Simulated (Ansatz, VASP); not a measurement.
## Cd in VASP and in Ansatz

INCAR

```
SYSTEM = Cd
PREC = Accurate
ENCUT = 520
EDIFF = 1E-7
ISMEAR = -1
SIGMA = 0.1
LREAL = .False.
LASPH = .True.
NELM = 80
ALGO = Normal
ISIF = 2
LWAVE = .False.
LCHARG = .False.
GGA = RE
NBANDS = 12
```

The input KPOINTS:

```
regular mesh
0
Gamma
  17 17 17
  0 0 0
```

The input POSCAR:

```
Cd
1.0
    2.9606608639      0.0000000000      0.0000000000
    0.0000000000      2.9606608639      0.0000000000
    0.0000000000      0.0000000000      2.9606608639
Cd
1
Direct
    0.0000000000      0.0000000000      0.0000000000
```

Input for Ansatz:

```yaml
crystal:
  lattice:
    - [2.9606608639, 0.0, 0.0]
    - [0.0, 2.9606608639, 0.0]
    - [0.0, 0.0, 2.9606608639]
  atoms:
    - { symbol: Cd, position: [0.0, 0.0, 0.0] }
hamiltonian:
  xc: revpbe
  pseudopotentials:
    kind: paw
    azcp:
      Cd: "pseudopotentials/Cd.paw.azcp"
basis:
  ecutwfc: 420
  fft_grid_basis: typed
kpoints:
  mp_grid: { grid: [17, 17, 17], shift: [0, 0, 0] }
magnetization:
  spin_polarized: false
scf:
  occupations: { method: fermi_dirac, width: 0.1 }
output:
  stress: true
```

Alike in both runs: task single point; functional revPBE; k mesh 17 × 17 × 17; occupations fermi-dirac, width 0.1 eV; no spin polarisation.

```csv
,VASP,Ansatz
version,VASP 6.6.1,Ansatz 0.2.0
potentials or method,"VASP PAW PBE potentials, release 64 (Cd), cutoff 520 eV","plane waves (420 eV) with PAW, scalar-relativistic"
valence electrons in the cell,12,20
```

```csv
,VASP,Ansatz,Ansatz less VASP
pressure (GPa),3.0,2.8,-0.24
```

VASP's potentials were made for PBE, not for revPBE. VASP's potentials hold 12 valence electrons a cell and Ansatz's 20, so a difference there can come from the potentials and not from the codes.
